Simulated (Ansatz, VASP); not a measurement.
Hf3NbO in VASP and in Ansatz

```
CELL_PARAMETERS angstrom
3.39012 0.00000 0.00000
0.00000 3.39012 0.00000
0.00000 0.00000 8.27520
ATOMIC_POSITIONS crystal
Hf 0.50000 0.50000 0.15458
Hf 0.50000 0.50000 0.84542
Hf 0.00000 0.00000 0.50000
Nb 0.00000 0.00000 0.00000
O 0.50000 0.50000 0.50000
```

Alike in both runs: task relaxation of cell and atoms; functional PBE; k mesh 6 × 6 × 2; occupations gaussian, width 0.1 eV; no spin polarisation.

|  | VASP | Ansatz |
| --- | --- | --- |
| version | VASP 6.6.1 | Ansatz 0.2.0 |
| potentials or method | VASP PAW PBE potentials, release 64 (Hf_pv, Nb_sv, O), cutoff 600 eV | scalar-relativistic, plane waves, PAW |
| valence electrons in the cell | 49 | 97 |

```tsv
	VASP	Ansatz	Ansatz less VASP
gap on the k mesh at the Fermi level, each at its own relaxed structure (eV)	none	none	-
relaxed volume (Å³/atom)	17.25	17.38	+0.133
relaxed cell length with the largest relative difference (Å)	3.314	3.324	+0.0095
```

A gap of «none» marks a metal or a gap that the smearing closes. VASP's potentials hold 49 valence electrons a cell and Ansatz's 97, so a difference there can come from the potentials and not from the codes.

The k mesh is coarse, so the values compare programs but aren't converged. Neither program's run includes spin-orbit coupling.
